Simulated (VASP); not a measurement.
The system is Li2Se.

```
CELL_PARAMETERS angstrom
0.00000 2.99346 2.99346
2.99346 0.00000 2.99346
2.99346 2.99346 0.00000
ATOMIC_POSITIONS crystal
Li 0.25000 0.25000 0.25000
Li 0.75000 0.75000 0.75000
Se 0.00000 0.00000 0.00000
```

Base run:

```yaml
Program: VASP 6.6.1
Functional: HSE06
Potentials_or_basis: VASP PAW PBE potentials, release 64 (Li_sv, Se)
Cutoff: 650 eV
k_mesh: 6 × 6 × 6
Occupations: gaussian, width 0.01 eV
Spin: no spin polarisation
```

Its results: band gap on the k mesh 3.83 eV (least direct gap 4.39 eV); pressure -0.5 GPa.

**Question.** The run is repeated on the same cell with these changes: functional from HSE06 to r2SCANh; cutoff from 650 eV to 720 eV; share of exact exchange from 0.25 to 0.1. What comes out?

**Answer.** Band gap on the k mesh 3.99 eV (least direct gap 4.70 eV); pressure -0.4 GPa.

Caveats: the PAW data sets were made with another functional, which shifts forces and pressure a little.

A k mesh can miss the band edges.
